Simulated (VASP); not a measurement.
# Ti in VASP: relaxation of the atoms with PBE

Aim: the relaxation of the atoms of Ti with PBE.

All numbers are computed with VASP 6.6.1; they aren't measurements. Logs are shortened: lines on timing, memory, paths and dates and some standing lists are left out, and cuts for length are marked.

**1. The cell of the first run**

The cell holds a slab with vacuum, 5 atoms: a = 2.940 Å, b = 2.940 Å, c = 25.296 Å, α = 90.00°, β = 90.00°, γ = 120.00°.

**2. Relaxation of the atoms, PBE**

Input file INCAR:

```
ALGO = Normal
DIPOL = 0.5 0.5 0.500
EDIFF = 1E-6
EDIFFG = -0.01
ENCUT = 520
GGA = PE
IBRION = 2
IDIPOL = 3
ISIF = 2
ISMEAR = -1
KPAR = 4
LASPH = True
LCHARG = False
LDIPOL = True
LREAL = False
LWAVE = False
NELM = 60
NSW = 60
PREC = Accurate
SIGMA = 0.05
```

Input file KPOINTS:

```
k-points
0
Gamma
  13 13 1
```

Input file POSCAR:

```
Ti
1.0
    2.9399472392      0.0000000000      0.0000000000
   -1.4699736196      2.5460689949      0.0000000000
    0.0000000000      0.0000000000     25.2957000000
Ti
5
Direct
    0.0000000000      0.0000000000      0.3162585134
    0.3333333340      0.6666666660      0.4081292569
    0.0000000000      0.0000000000      0.4999999997
    0.3333333340      0.6666666660      0.5918707431
    0.0000000000      0.0000000000      0.6837414866
```

Potentials or basis: VASP PAW PBE potentials, release 64 (Ti_sv).

On the command line:

```
$ cat potpaw_PBE.64/Ti_sv/POTCAR > POTCAR
$ mpirun -np 4 vasp_std > vasp.out
```

OUTCAR:

```text
EDIFF = 1E-6
   EDIFFG = -0.01
   ENCUT = 520
   GGA = PE
   IBRION = 2
   ISIF = 2
   ISMEAR = -1
   LASPH = True
   LREAL = False
   NELM = 60
   NSW = 60
   PREC = Accurate

 ion  position               nearest neighbor table
   1  0.000  0.000  0.316-   2 2.88   2 2.88   2 2.88
   2  0.333  0.667  0.408-   3 2.88   3 2.88   3 2.88   1 2.88   1 2.88   1 2.88
   3  0.000  0.000  0.500-   2 2.88   2 2.88   2 2.88   4 2.88   4 2.88   4 2.88
   4  0.333  0.667  0.592-   3 2.88   3 2.88   5 2.88   5 2.88   3 2.88   5 2.88
   5  0.000  0.000  0.684-   4 2.88   4 2.88   4 2.88

  LATTYP: Found a hexagonal cell.
 ALAT       =     2.9399472392
 C/A-ratio  =     8.6041340003

  Lattice vectors:

 A1 = (   2.9399472392,   0.0000000000,   0.0000000000)
 A2 = (  -1.4699736196,   2.5460689949,   0.0000000000)
 A3 = (   0.0000000000,   0.0000000000,  25.2957000000)

Analysis of symmetry for initial positions (statically):
=====================================================================
 Subroutine PRICEL returns:
 Original cell was already a primitive cell.

 Routine SETGRP: Setting up the symmetry group for a
 hexagonal supercell.

 Subroutine GETGRP returns: Found 12 space group operations
 (whereof 12 operations were pure point group operations)
 out of a pool of 24 trial point group operations.

The static configuration has the point symmetry D_3h.

Analysis of symmetry for dynamics (positions and initial velocities):
=====================================================================
 Subroutine PRICEL returns:
 Original cell was already a primitive cell.

 Routine SETGRP: Setting up the symmetry group for a
 hexagonal supercell.

 Subroutine GETGRP returns: Found 12 space group operations
 (whereof 12 operations were pure point group operations)
 out of a pool of 24 trial point group operations.

The dynamic configuration has the point symmetry D_3h.

 Subroutine INISYM returns: Found 12 space group operations
 (whereof 12 operations are pure point group operations),
 and found     1 'primitive' translations

----------------------------------------------------------------------------------------

                                     Primitive cell

  volume of cell :     189.3461
[... 100 lines left out ...]
   TEBEG  =    0.0;   TEEND  =   0.0 temperature during run
   PSTRESS=    0.0 pullay stress
   NELECT =      60.0000    total number of electrons
   NUPDOWN=      -1.0000    fix difference up-down
   EMIN   =  10.00;   EMAX   =-10.00  energy-range for DOS
   EFERMI =   0.00;   METHOD = LEGACY
   ISMEAR =    -1;   SIGMA  =   0.05  broadening in eV -4-tet -1-fermi 0-gaus
   EFERMI_NEDOS =   21; number of points for ismear=-14 and -15
   IALGO  =     38    algorithm
   IMIX   =      4    mixing-type and parameters
     AMIX     =   0.40;   BMIX     =  1.00
     AMIX_MAG =   1.60;   BMIX_MAG =  1.00
  volume/ion in A,a.u.               =      37.87       255.55
  Fermi-wavevector in a.u.,A,eV,Ry     =   1.116109  2.109139 16.948755  1.245698
  Thomas-Fermi vector in A             =   2.252719
   LORBIT       =      0    0 simple, 1 ext, 2 COOP (PROOUT), +10 PAW based schemes
   GGA     = PE    functional components
   LHFCALC =     F    Hartree Fock is set to
   AEXX    =    0.0000 exact exchange contribution
   IVDW    =     0    specifies the selected vdW correction
   LEPSILON=     F    determine dielectric tensor
   LRPA    =     F    only Hartree local field effects (RPA)
 conjugate gradient relaxation of ions
 non-spin polarized calculation
  energy-cutoff  :      520.00
  volume of cell :      189.35
 maximum number of plane-waves:      5207
 NGX is ok and might be reduce to    24
   NGX = 11   NGY = 11   NGZ = 95

--------------------------------------- Ionic step        1  -------------------------------------------

 number of electron      59.9999993 magnetization

 Free energy of the ion-electron system (eV)
  ---------------------------------------------------
  ext. energy  EPLUGINS =         0.00000000
  ---------------------------------------------------
  free energy    TOTEN  =       -37.27233168 eV

  energy without entropy =      -37.18901919  energy(sigma->0) =      -37.23067544

------------------------ aborting loop because EDIFF is reached ----------------------------------------

  FORCE on cell =-STRESS in cart. coord.  units (eV):
  Direction    XX          YY          ZZ          XY          YZ          ZX
  --------------------------------------------------------------------------------------
  -------------------------------------------------------------------------------------
  Total       -1.7352720     -1.7352720     -2.2411401     -0.0000000      0.0000000      0.0000000
  in kB      -14.6832347    -14.6832347    -18.9637049     -0.0000000      0.0000000      0.0000000
  external PRESSURE =     -16.1100581 kB  Pullay stress =       0.0000000 kB
[... 260 lines left out ...]
--------------------------------------- Ionic step        8  -------------------------------------------

 number of electron      59.9999989 magnetization

 dipolmoment           0.000000      0.000000      0.000000 electrons x Angstroem

 Free energy of the ion-electron system (eV)
  ---------------------------------------------------
  ext. energy  EPLUGINS =         0.00000000
  ---------------------------------------------------
  free energy    TOTEN  =       -37.38703530 eV

  energy without entropy =      -37.32770130  energy(sigma->0) =      -37.35736830

 E-fermi :   1.5356     XC(G=0):  -6.0148

 val. band max:        1.5160033745   @ k =   0.3077   0.0769   0.0000
 cond. band min:       1.5532330867   @ k =   0.2308   0.0000   0.0000
 fundamental gap:      0.0372297122
 Fermi energy:         1.5355630911

 k-point     1 :       0.0000    0.0000    0.0000
  band No.  band energies     occupation
      1     -55.3552      2.00000
      2     -55.3541      2.00000
      3     -55.2408      2.00000
      4     -55.1402      2.00000
      5     -55.1248      2.00000
      6     -31.8822      2.00000
[... 808 lines left out ...]
     35       1.8895      0.00168
     36       1.9478      0.00053

------------------------ aborting loop because EDIFF is reached ----------------------------------------

 vacuum level on the upper side and lower side of the slab       (xc-potential included)        -0.009        -0.009

  FORCE on cell =-STRESS in cart. coord.  units (eV):
  Direction    XX          YY          ZZ          XY          YZ          ZX
  --------------------------------------------------------------------------------------
  -------------------------------------------------------------------------------------
  Total       -0.6907435     -0.6907435     -0.0040444      0.0000000      0.0000000     -0.0000000
  in kB       -5.8448176     -5.8448176     -0.0342226      0.0000000      0.0000000     -0.0000000
  external PRESSURE =      -3.9079526 kB  Pullay stress =       0.0000000 kB
[... 20 lines left out ...]
  FREE ENERGIE OF THE ION-ELECTRON SYSTEM (eV)
  ---------------------------------------------------
  free  energy   TOTEN  =       -37.3870352978 eV

  energy  without entropy=      -37.3277013036  energy(sigma->0) =      -37.35736830

 reached required accuracy - stopping structural energy minimisation

 vacuum level on the upper side and lower side of the slab         5.964         5.964
```

OSZICAR:

```text
N       E                     dE             d eps       ncg     rms          rms(c)
DAV:   1     0.760172124868E+03    0.76017E+03   -0.33337E+04  1680   0.177E+03
DAV:   2     0.632959873386E+02   -0.69688E+03   -0.68713E+03  1560   0.553E+02
DAV:   3    -0.251008493658E+02   -0.88397E+02   -0.86628E+02  2600   0.171E+02
[... 103 lines left out ...]
DAV:   5    -0.373871625397E+02   -0.19577E-04   -0.16929E-03  2284   0.533E-01    0.984E-02
DAV:   6    -0.373870539565E+02    0.10858E-03   -0.16522E-03  2184   0.456E-01    0.467E-02
DAV:   7    -0.373870318603E+02    0.22096E-04   -0.33753E-04  2284   0.198E-01    0.961E-03
DAV:   8    -0.373870348718E+02   -0.30115E-05   -0.40651E-05  2008   0.653E-02    0.468E-03
DAV:   9    -0.373870352978E+02   -0.42591E-06   -0.34051E-06  1664   0.266E-02
   8 F= -.37387035E+02 E0= -.37357368E+02  d E =-.468145E-02
```

CONTCAR:

```text
Ti
   1.00000000000000
     2.9399472391999999    0.0000000000000000    0.0000000000000000
    -1.4699736195999999    2.5460689949000002    0.0000000000000000
     0.0000000000000000    0.0000000000000000   25.2957000000000001
  Ti
     5
Direct
     0.0000000000000000    1.0000000000000000    0.3210718681517734
     0.3333333340000024    0.6666666659999976    0.4061238449988809
     0.0000000000000000    0.0000000000000000    0.4999999997000018
     0.3333333340000024    0.6666666659999976    0.5938761550011191
     0.0000000000000000    1.0000000000000000    0.6789281318482264

  0.00000000E+00  0.00000000E+00  0.00000000E+00
  0.00000000E+00  0.00000000E+00  0.00000000E+00
  0.00000000E+00  0.00000000E+00  0.00000000E+00
  0.00000000E+00  0.00000000E+00  0.00000000E+00
  0.00000000E+00  0.00000000E+00  0.00000000E+00
```

It took 12 min on 4 MPI ranks of Oxide Virtual Turin-like, shared host; peak memory 0.37 GiB.

Results:

```
Free energy                  : -37.3870 eV
Energy gained by relaxing    : 22.9 meV/atom
Ionic steps                  : 8
Largest force after relaxing : 0.009 eV/Å
Band gap on the k mesh       : zero (bands 30 and 31 overlap by 1.00 eV)
```

Forces on the atoms (eV/Å):
```
Ti   0.000  0.000 -0.008
Ti   0.000  0.000  0.009
Ti   0.000  0.000  0.000
Ti   0.000  0.000 -0.009
Ti   0.000  0.000  0.008
```

The path:
```tsv
step	energy change (eV)	largest force (eV/Å)	pressure (GPa)
1	0.0000	0.6538	-1.61
2	-0.0622	0.4407	-1.38
3	-0.1101	0.0575	-0.79
4	-0.1100	0.0717	-0.82
5	-0.1108	0.0638	-0.79
6	-0.1127	0.0447	-0.68
7	-0.1146	0.0140	-0.46
8	-0.1147	0.0091	-0.39
```

Final structure:
```
Ti
1.0
     2.93995    0.00000    0.00000
    -1.46997    2.54607    0.00000
     0.00000    0.00000   25.29570
Ti
5
Direct
  0.00000 0.00000 0.32107
  0.33333 0.66667 0.40612
  0.00000 0.00000 0.50000
  0.33333 0.66667 0.59388
  0.00000 0.00000 0.67893
```

The gap in the log of VASP goes by the Fermi energy; the results here count the filled bands.